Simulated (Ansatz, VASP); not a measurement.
**Two plane-wave programs on SiMo3**

INCAR

```
  PREC = Accurate
  ENCUT = 600
  EDIFF = 1E-6
  ISMEAR = 0
  SIGMA = 0.1
  LREAL = F
  LASPH = T
  NELM = 100
  ALGO = Fast
  ISIF = 3
  LWAVE = F
  LCHARG = F
  GGA = PS
  IBRION = 2
  NSW = 100
  EDIFFG = -0.005
```

The input KPOINTS:

```
Automatic mesh
0
Gamma
  8 8 8
```

Contents of POSCAR:

```
SiMo3
1.0
    4.8896951900      0.0000000000      0.0000000000
    0.0000000000      4.8896951900      0.0000000000
    0.0000000000      0.0000000000      4.8896951900
Si Mo
2 6
Direct
    0.5000000000      0.5000000000      0.5000000000
    0.0000000000      0.0000000000      0.0000000000
    0.0000000000      0.5000000000      0.2500000000
    0.0000000000      0.5000000000      0.7500000000
    0.5000000000      0.7500000000      0.0000000000
    0.5000000000      0.2500000000      0.0000000000
    0.7500000000      0.0000000000      0.5000000000
    0.2500000000      0.0000000000      0.5000000000
```

Input for Ansatz:

```yaml
crystal:
  lattice:
    - [4.88969519, 0.0, 0.0]
    - [0.0, 4.88969519, 0.0]
    - [0.0, 0.0, 4.88969519]
  atoms:
    - { symbol: Si, position: [0.5, 0.5, 0.5] }
    - { symbol: Si, position: [0.0, 0.0, 0.0] }
    - { symbol: Mo, position: [0.0, 0.5, 0.25] }
    - { symbol: Mo, position: [0.0, 0.5, 0.75] }
    - { symbol: Mo, position: [0.5, 0.75, 0.0] }
    - { symbol: Mo, position: [0.5, 0.25, 0.0] }
    - { symbol: Mo, position: [0.75, 0.0, 0.5] }
    - { symbol: Mo, position: [0.25, 0.0, 0.5] }
basis:
  ecutwfc: 420
kpoints:
  mp_grid: { grid: [8, 8, 8] }
hamiltonian:
  xc: pbesol
scf:
  occupations: { method: gaussian, width: 0.1 }
output:
  forces: true
  stress: true
  eigenvalues: true
  write_density: true
  write_potential: true
  elf: true
  volumetric_format: npy
relax:
  adjacent_minimum: "off"
  f_tol: 0.005
  max_steps: 80
  cell: { stress_tol: 0.05 }
```

Alike in both runs: task relaxation of cell and atoms; functional PBEsol; k mesh 8 × 8 × 8; occupations gaussian, width 0.1 eV; no spin polarisation.

|  | VASP | Ansatz |
| --- | --- | --- |
| version | VASP 6.6.1 | Ansatz 0.2.0 |
| potentials or method | VASP PAW PBE potentials, release 64 (Si, Mo_sv), cutoff 600 eV | scalar-relativistic, plane waves, PAW |
| valence electrons in the cell | 92 | 92 |

VASP gave:

```
gap on the k mesh at the Fermi level, each at its own relaxed structure (eV)  : none
relaxed volume (Å³/atom)                                                      : 14.39
relaxed length of the cell vector where the two differ most in proportion (Å) : 4.865
```

Q: What did Ansatz give for the same quantities?

A: gap on the k mesh at the Fermi level, each at its own relaxed structure (eV): none; relaxed volume (Å³/atom): 14.36; relaxed length of the cell vector where the two differ most in proportion (Å): 4.862.

VASP's potentials were made for PBE, not for PBEsol. A gap of «none» marks a metal or a gap that the smearing closes.
